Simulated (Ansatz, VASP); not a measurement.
One calculation of Cu, two programs

```
CELL_PARAMETERS angstrom
3.61500 0.00000 0.00000
0.00000 1.80750 -1.80750
0.00000 7.40678 7.40678
ATOMIC_POSITIONS crystal
Cu 0.00000 0.00000 0.91512
Cu 0.50000 0.50000 0.06101
Cu 0.00000 0.00000 0.18302
Cu 0.50000 0.50000 0.30504
Cu 0.00000 0.00000 0.42706
Cu 0.50000 0.50000 0.54907
Cu 0.00000 0.00000 0.67109
Cu 0.50000 0.50000 0.79311
```

Alike in both runs: task single point; functional PBEsol; k mesh 13 × 18 × 5; occupations gaussian, width 0.15 eV; no spin polarisation.

|  | VASP | Ansatz |
| --- | --- | --- |
| version | VASP 6.6.1 | Ansatz 0.2.0 |
| potentials or method | VASP PAW PBE potentials, release 64 (Cu), cutoff 520 eV | scalar-relativistic, plane waves, PAW |
| valence electrons in the cell | 88 | 152 |

Ansatz gave:

```
gap on the k mesh at the Fermi level (eV)                     : none
pressure (GPa)                                                : -8.8
traceless stress, the component that is largest in VASP (GPa) : -1.34
rms of the force components (eV/Å)                            : 0.170
```

**Question.** Estimate VASP's values.

**Answer.** gap on the k mesh at the Fermi level (eV): none; pressure (GPa): -8.0; traceless stress, the component that is largest in VASP (GPa): -1.36; rms of the force components (eV/Å): 0.170.

VASP's potentials were made for PBE, not for PBEsol. Atom by atom the forces differ by 0.001 eV/Å (rms over components). A gap of «none» marks a metal or a gap that the smearing closes. With one functional, cell and mesh, what is left measures potentials, basis and numerics. VASP's potentials hold 88 valence electrons a cell and Ansatz's 152, so a difference there can come from the potentials and not from the codes.
